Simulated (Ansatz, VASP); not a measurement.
# One calculation of ZnS, two programs

```xyz
4
Lattice="3.8110 0.0000 0.0000 -1.9055 3.3004 0.0000 0.0000 0.0000 6.2340" Properties=species:S:1:pos:R:3 pbc="T T T"
Zn    1.9055    1.1001    3.1170
Zn    0.0000    2.2003    0.0000
S     1.9055    1.1001    5.5171
S     0.0000    2.2003    2.4001
```

Alike in both runs: functional PBE exchange alone; k mesh 8 × 8 × 5; occupations fermi-dirac, width 0.05 eV; no spin polarisation.

|  | VASP | Ansatz |
| --- | --- | --- |
| version | VASP 6.6.1 | Ansatz 0.2.0 |
| potentials or method | VASP PAW PBE potentials, release 64 (Zn, S) | Ansatz PAW |
| plane-wave cutoff (eV) | 520 | 420 |
| valence electrons in the cell | 36 | 36 |
| task | single point | band structure |

```tsv
	VASP	Ansatz	Ansatz less VASP
gap on the k mesh at the Fermi level (eV)	2.29	2.29	-0.009
least direct gap on the mesh (eV)	2.29	2.29	-0.009
pressure (GPa)	13.1	13.0	-0.08
traceless stress, the component that is largest in VASP (GPa)	-1.57	-1.56	+0.009
rms of the force components (eV/Å)	0.213	0.211	-0.0016
```

VASP's potentials were made for PBE, not for PBE exchange alone. Atom by atom the forces differ by 0.002 eV/Å (rms over components). With one functional, cell and mesh, what is left measures potentials, basis and numerics.
